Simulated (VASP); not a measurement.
# BeS (gw) (I-4m2) in VASP: G0W0 quasiparticle levels with PBEsol

Aim: the G0W0 quasiparticle levels of BeS (gw) with PBEsol.

All numbers are computed with VASP 6.6.1; they aren't measurements. Logs are shortened: lines on timing, memory, paths and dates and some standing lists are left out, and cuts for length are marked.

## 1. The cell of the first run

It takes space group I-4m2 (No. 119, tetragonal). The conventional cell has a = 3.455 Å, b = 3.455 Å, c = 4.798 Å, α = 90.00°, β = 90.00°, γ = 90.00°. Within 2.8 Å of Be (site symmetry -4m2) lie 4 S at 2.10 Å. Within 2.8 Å of S (site symmetry -4m2) lie 4 Be at 2.10 Å.

## 2. G0W0 quasiparticle levels, PBEsol

POSCAR

```
BeS
1.0
    0.0000000000      2.4430542673      2.3987921023
    2.4430542673      0.0000000000      2.3987921023
    2.4430542673      2.4430542673      0.0000000000
Be S
1 1
Direct
    0.0000000000      0.0000000000      0.0000000000
    0.2500000000      0.2500000000      0.2500000000
```

INCAR.step1

```
SYSTEM = BeS
PREC = Accurate ; ENCUT = 500
EDIFF = 1E-8 ; ISMEAR = 0
SIGMA = 0.01 ; LREAL = .False.
LASPH = .True. ; NELM = 60
ALGO = Normal ; LWAVE = .True.
LCHARG = .False. ; GGA = PS
```

INCAR.step2

```
SYSTEM = BeS
PREC = Accurate ; ENCUT = 500
EDIFF = 1E-8 ; ISMEAR = 0
SIGMA = 0.01 ; LREAL = .False.
LASPH = .True. ; NELM = 1
ALGO = Exact ; LWAVE = .True.
LCHARG = .False. ; GGA = PS
NBANDS = 69 ; LOPTICS = .True.
ISTART = 1
```

INCAR.step3

```
SYSTEM = BeS
PREC = Accurate ; ENCUT = 500
EDIFF = 1E-8 ; ISMEAR = 0
SIGMA = 0.01 ; LREAL = .False.
LASPH = .True. ; ALGO = EVGW0
LWAVE = .False. ; LCHARG = .False.
GGA = PS ; NELMGW = 1
NBANDS = 69 ; ENCUTGW = 100.0
NOMEGA = 48 ; PRECFOCK = Fast
ISTART = 1 ; NBANDSGW = 12
```

KPOINTS

```
regular mesh
0
Gamma
  4 4 4
  0 0 0
```

Potentials or basis: VASP PAW PBE potentials, release 64 (Be_GW, S_GW).

Launch:

```sh
> cat potpaw_PBE.64/Be_GW/POTCAR potpaw_PBE.64/S_GW/POTCAR > POTCAR
> cp INCAR.step1 INCAR
> mpirun -np 1 vasp_std > vasp.out
> cp INCAR.step2 INCAR
> mpirun -np 1 vasp_std > vasp.out
> cp INCAR.step3 INCAR
> mpirun -np 1 vasp_std > vasp.out
```

OUTCAR:

```text
SYSTEM = BeS
   PREC = Accurate
   ENCUT = 500
   EDIFF = 1E-8
   ISMEAR = 0
   LREAL = .False.
   LASPH = .True.
   GGA = PS
   NELMGW = 1
   ENCUTGW = 100.0
   PRECFOCK = Fast
   ISTART = 1

 ion  position               nearest neighbor table
   1  0.000  0.000  0.000-   2 2.10   2 2.10   2 2.10   2 2.10
   2  0.250  0.250  0.250-   1 2.10   1 2.10   1 2.10   1 2.10

  LATTYP: Found a body centered tetragonal cell.
 ALAT       =     3.4550004784
 C/A-ratio  =     1.3885914733

  Lattice vectors:

 A1 = (   0.0000000000,  -2.4430542673,  -2.3987921023)
 A2 = (   0.0000000000,   2.4430542673,  -2.3987921023)
 A3 = (   2.4430542673,   0.0000000000,   2.3987921023)

Analysis of symmetry for initial positions (statically):
=====================================================================
 Subroutine PRICEL returns:
 Original cell was already a primitive cell.

 Routine SETGRP: Setting up the symmetry group for a
 body centered tetragonal supercell.

 Subroutine GETGRP returns: Found  8 space group operations
 (whereof  8 operations were pure point group operations)
 out of a pool of 16 trial point group operations.

The static configuration has the point symmetry D_2d.

Analysis of symmetry for dynamics (positions and initial velocities):
=====================================================================
 Subroutine PRICEL returns:
 Original cell was already a primitive cell.

 Routine SETGRP: Setting up the symmetry group for a
 body centered tetragonal supercell.

 Subroutine GETGRP returns: Found  8 space group operations
 (whereof  8 operations were pure point group operations)
 out of a pool of 16 trial point group operations.

The dynamic configuration has the point symmetry D_2d.

 Subroutine INISYM returns: Found  8 space group operations
 (whereof  8 operations are pure point group operations),
 and found     1 'primitive' translations

----------------------------------------------------------------------------------------

                                     Primitive cell

  volume of cell :      28.6344

  direct lattice vectors                    reciprocal lattice vectors
     0.000000000  2.443054267  2.398792102    -0.204661848  0.204661848  0.208438238
     2.443054267  0.000000000  2.398792102     0.204661848 -0.204661848  0.208438238
     2.443054267  2.443054267  0.000000000     0.204661848  0.204661848 -0.208438238

  length of vectors
     3.423845455  3.423845455  3.455000478     0.356678347  0.356678347  0.356678347

  position of ions in fractional coordinates (direct lattice)
     0.000000000  0.000000000  0.000000000
     0.250000000  0.250000000  0.250000000

  ion indices of the primitive-cell ions
   primitive index   ion index
                 1           1
                 2           2

----------------------------------------------------------------------------------------

 KPOINTS: regular mesh

Automatic generation of k-mesh.
 Grid dimensions read from file:
 generate k-points for:    4    4    4

 Generating k-lattice:

  Cartesian coordinates                     Fractional coordinates (reciprocal lattice)
    -0.051165462  0.051165462  0.052109560     0.250000000  0.000000000  0.000000000
     0.051165462 -0.051165462  0.052109560     0.000000000  0.250000000  0.000000000
     0.051165462  0.051165462 -0.052109560     0.000000000  0.000000000  0.250000000

  Length of vectors
     0.089169587  0.089169587  0.089169587

  Shift w.r.t. Gamma in fractional coordinates (k-lattice)
     0.000000000  0.000000000  0.000000000

 Subroutine IBZKPT returns following result:
 ===========================================

 Found     13 irreducible k-points:

 Following reciprocal coordinates:
            Coordinates               Weight
  0.000000  0.000000  0.000000      1.000000
  0.250000  0.000000  0.000000      8.000000
  0.500000  0.000000  0.000000      4.000000
  0.250000  0.250000  0.000000      2.000000
  0.500000  0.250000  0.000000      8.000000
 -0.250000  0.250000  0.000000      4.000000
  0.500000  0.500000  0.000000      1.000000
  0.250000  0.000000  0.250000      4.000000
  0.500000  0.000000  0.250000     16.000000
 -0.250000  0.000000  0.250000      8.000000
 -0.250000  0.500000  0.250000      4.000000
  0.500000  0.000000  0.500000      2.000000
 -0.250000  0.250000  0.500000      2.000000
   k-points           NKPTS =     13   k-points in BZ     NKDIM =     64   number of bands    NBANDS=     69
   number of dos      NEDOS =    301   number of ions     NIONS =      2
   total plane-waves  NPLWV =  21952
   dimension x,y,z NGX =    28 NGY =   28 NGZ =   28
   dimension x,y,z NGXF=    56 NGYF=   56 NGZF=   56
   ions per type =               1   1
   NGX,Y,Z   is equivalent  to a cutoff of  13.60, 13.60, 13.47 a.u.
   NGXF,Y,Z  is equivalent  to a cutoff of  27.19, 27.19, 26.95 a.u.
 SYSTEM =  BeS
   PREC   = accura    normal or accurate (medium, high low for compatibility)
   ISTART =      1    job   : 0-new  1-cont  2-samecut
   ICHARG =      0    charge: 1-file 2-atom 10-const
   ISPIN  =      1    spin polarized calculation?
   LNONCOLLINEAR =      F non collinear calculations
   LSORBIT =      F    spin-orbit coupling
   LASPH  =      T    aspherical Exc in radial PAW
   ENCUT  =  500.0 eV  36.75 Ry    6.06 a.u.   6.24  6.24  6.30*2*pi/ulx,y,z
   NELM   =     60;   NELMIN=  2; NELMDL=  0     # of ELM steps
   EDIFF  = 0.1E-07   stopping-criterion for ELM
   LREAL  =      F    real-space projection
   EDIFFG = 0.1E-06   stopping-criterion for IOM
   NSW    =      0    number of steps for IOM
   IBRION =     -1    ionic relax: 0-MD 1-quasi-New 2-CG
   NFREE  =      0    steps in history (QN), initial steepest desc. (CG)
   ISIF   =      0    stress and relaxation
   ISYM   =      3    0-nonsym 1-usesym 2-fastsym
   POTIM  = 0.5000    time-step for ionic-motion
   TEBEG  =    0.0;   TEEND  =   0.0 temperature during run
   PSTRESS=    0.0 pullay stress
   NELECT =       8.0000    total number of electrons
   NUPDOWN=      -1.0000    fix difference up-down
   EMIN   =  10.00;   EMAX   =-10.00  energy-range for DOS
   EFERMI =   0.00;   METHOD = LEGACY
   ISMEAR =     0;   SIGMA  =   0.01  broadening in eV -4-tet -1-fermi 0-gaus
   EFERMI_NEDOS =   21; number of points for ismear=-14 and -15
   IALGO  =     38    algorithm
   IMIX   =      4    mixing-type and parameters
     AMIX     =   0.40;   BMIX     =  1.00
     AMIX_MAG =   1.60;   BMIX_MAG =  1.00
  volume/ion in A,a.u.               =      14.32        96.62
  Fermi-wavevector in a.u.,A,eV,Ry     =   1.070225  2.022433 15.583871  1.145382
  Thomas-Fermi vector in A             =   2.205929
   LORBIT       =      0    0 simple, 1 ext, 2 COOP (PROOUT), +10 PAW based schemes
   GGA     = PS    functional components
   LHFCALC =     T    Hartree Fock is set to
   PRECFOCK=fast      Normal, Fast or Accurate (Low or Medium for compatibility)
   ENCUT4O =  -1.0   cutoff for four orbital integrals eV
   NKREDX  =     1    reduce k-point grid by
   NKREDY  =     1    reduce k-point grid by
   NKREDZ  =     1    reduce k-point grid by
   AEXX    =    1.0000 exact exchange contribution
   HFSCREEN=    0.0000 screening length (either q_TF or 0.3 A-1)
   HFSCREENC=   0.0000 screening length for correlation (either q_TF or 0.3 A-1)
   ENCUTFOCK=  -1.0 apply spherical cutoff to Coloumb kernel
   IVDW    =     0    specifies the selected vdW correction
   LEPSILON=     F    determine dielectric tensor
   LRPA    =     F    only Hartree local field effects (RPA)
   LRPAFORCE           =     F    calculate RPA forces
   ENCUTGW             = 100.0    cutoff for response function in eV
   ENCUTGWSOFT         =  80.0    soft cutoff for Coulomb kernel in GW response function in eV
   ENCUTLF             =  -1.0    cutoff for local field effects
   NELMGW              =     1    number of iterations in solving QP/BSE equation
   NELMHF              =     1    number of iterations in the inner HF iteration
   NKREDLFX            =     1    NKREDLFY  =   1   NKREDLFZ  =   1
 non-spin polarized calculation
 Gauss-broadening in eV      SIGMA  =   0.01
  energy-cutoff  :      500.00
  volume of cell :       28.63
 maximum number of plane-waves:       740
 NGX is ok and might be reduce to    28
  NGX = 16; NGY = 16; NGZ = 16
   NGX = 13   NGY = 13   NGZ = 13
 maximum number of plane-waves:        70
 NGX is ok and might be reduce to    14

 QP shifts <psi_nk| G(iteration)W_0 |psi_nk>: iteration 1
 for sc-GW calculations column KS-energies equals QP-energies in previous step
 and V_xc(KS)=  KS-energies - (<T + V_ion + V_H > + <T+V_H+V_ion>^1  + <V_x>^1)

 k-point   1 :       0.0000    0.0000    0.0000
  band No.  KS-energies  QP-energies   sigma(KS)   V_xc(KS)     V^pw_x(r,r')   Z            occupation Imag(sigma)

      1      -9.9537     -10.8200     -13.8955     -12.7599     -21.2834       0.7628       2.0000       1.5925
      2       3.7104       2.9530     -14.6272     -13.6627     -16.5592       0.7853       2.0000       0.0667
      3       3.7104       2.9530     -14.6272     -13.6627     -16.5592       0.7853       2.0000       0.0667
      4       3.8044       3.0494     -14.6349     -13.6732     -16.5600       0.7852       2.0000       0.0666
      5       9.2928      10.1484      -9.5055     -10.5833      -5.2010       0.7938       0.0000      -0.0929
      6       9.3168      10.1724      -9.5483     -10.6258      -5.2499       0.7941       0.0000      -0.0924
      7       9.3168      10.1724      -9.5483     -10.6258      -5.2499       0.7941       0.0000      -0.0924
      8       9.4079      10.0995      -9.7334     -10.6051      -5.2710       0.7933       0.0000      -0.1027
      9      16.1121      17.0778     -10.2141     -11.4709      -4.9589       0.7684       0.0000      -0.2094
     10      16.4916      17.4643     -10.2679     -11.5348      -4.9333       0.7677       0.0000      -0.2283
     11      18.3928      18.6251      -8.4743      -8.7805      -2.3405       0.7587       0.0000      -0.4789
     12      19.8564      20.2073      -8.4434      -8.8946      -2.2699       0.7777       0.0000      -0.6198

 k-point   2 :       0.2500    0.0000    0.0000
  band No.  KS-energies  QP-energies   sigma(KS)   V_xc(KS)     V^pw_x(r,r')   Z            occupation Imag(sigma)
[... 177 lines left out ...]
      1      -7.7460      -8.3335     -14.6752     -13.8565     -21.5466       0.7176       2.0000       1.0679
      2      -0.5473      -1.6411     -13.4553     -11.9951     -16.6182       0.7491       2.0000       0.1352
      3      -0.1759      -1.1672     -13.1119     -11.8078     -15.9353       0.7601       2.0000       0.1176
      4       0.3317      -0.5952     -12.9305     -11.7193     -15.5096       0.7652       2.0000       0.1030
      5      10.1731      10.8313      -9.9351     -10.7647      -5.7110       0.7933       0.0000      -0.1007
      6      11.8265      12.6045      -9.3017     -10.2856      -4.6775       0.7907       0.0000      -0.1177
      7      12.2350      13.0383      -9.3524     -10.3918      -4.2128       0.7729       0.0000      -0.1466
      8      12.6137      13.5253     -10.7053     -11.8970      -5.6288       0.7649       0.0000      -0.1482
      9      17.6447      18.6986     -10.5172     -11.9194      -4.5125       0.7516       0.0000      -0.3607
     10      17.7673      18.5580     -10.5308     -11.6001      -4.2024       0.7394       0.0000      -0.4453
     11      20.2701      21.3036     -10.4462     -11.8088      -4.0245       0.7585       0.0000      -0.5716
     12      21.8658      22.5418      -9.8104     -10.6662      -3.4475       0.7898       0.0000      -0.8508
```

Run time: 2.2 min. Hardware: 1 thread of Intel Xeon 8259CL, shared host; peak memory 0.29 GiB.

Results:

```
Band gap on the k mesh, mean-field level : 2.76 eV, indirect (least direct gap 5.49 eV)
Quasiparticle gap                        : 4.04 eV
Least direct quasiparticle gap           : 7.03 eV
```

Caveat: the k points lie up to 0.56 Å⁻¹ apart; bands, screening cutoff and mesh are small and nothing is extrapolated, so the quasiparticle values aren't converged.
